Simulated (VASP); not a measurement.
Write the native input for VASP 6.6.1 that does the following.

| Quantity | Value |
| --- | --- |
| Task | single point |
| Functional | r2SCAN |
| Potentials or basis | VASP PAW PBE potentials, release 64 (Ge_d) |
| Cutoff | 520 eV |
| k mesh | 8 × 8 × 8 |
| Occupations | fermi-dirac, width 0.05 eV |
| Spin | no spin polarisation |
| Dipole correction | no |
| Further INCAR settings | ALGO = Normal; EDIFF = 1e-06; NBANDS = 21 |

Ge:

```
Ge
1.0
     0.00000    2.86614    2.86614
     2.86614    0.00000    2.86614
     2.86614    2.86614    0.00000
Ge
2
Direct
  0.75000 0.75000 0.75000
  0.50000 0.50000 0.50000
```

One way to write it, as run:

POSCAR

```
Ge
1.0
    0.0000000000      2.8661367691      2.8661367691
    2.8661367691      0.0000000000      2.8661367691
    2.8661367691      2.8661367691      0.0000000000
Ge
2
Direct
    0.7500000000      0.7500000000      0.7500000000
    0.5000000000      0.5000000000      0.5000000000
```

INCAR.step1

```
  PREC = Accurate
  ENCUT = 520
  ISMEAR = -1
  SIGMA = 0.05
  LREAL = F
  LASPH = T
  NELM = 100
  NBANDS = 21
  GGA = PE
  ALGO = Normal
  EDIFF = 1E-4
  LWAVE = T
  LCHARG = F
```

INCAR.step2

```
  PREC = Accurate
  ENCUT = 520
  EDIFF = 1E-6
  ISMEAR = -1
  SIGMA = 0.05
  LREAL = F
  LASPH = T
  NELM = 100
  ALGO = Normal
  ISIF = 2
  LWAVE = F
  LCHARG = F
  METAGGA = R2SCAN
  LMIXTAU = T
  NBANDS = 21
  ISTART = 1
```

KPOINTS

```
regular mesh
0
Gamma
  8 8 8
```

Potentials or basis: VASP PAW PBE potentials, release 64 (Ge_d).

Command:

```bash
$ cat potpaw_PBE.64/Ge_d/POTCAR > POTCAR
$ cp INCAR.step1 INCAR
$ mpirun -np 1 vasp_std > vasp.out
$ cp INCAR.step2 INCAR
$ mpirun -np 1 vasp_std > vasp.out
```

It gave:

| Quantity | Value |
| --- | --- |
| Pressure | -1.9 GPa |

Caveat: the PAW data sets were made with another functional, which shifts forces and pressure a little.

Wall time 43 s on 1 thread of Intel(R) Xeon(R) 6975P-C (Granite Rapids) (shared host), peak memory 0.17 GiB.
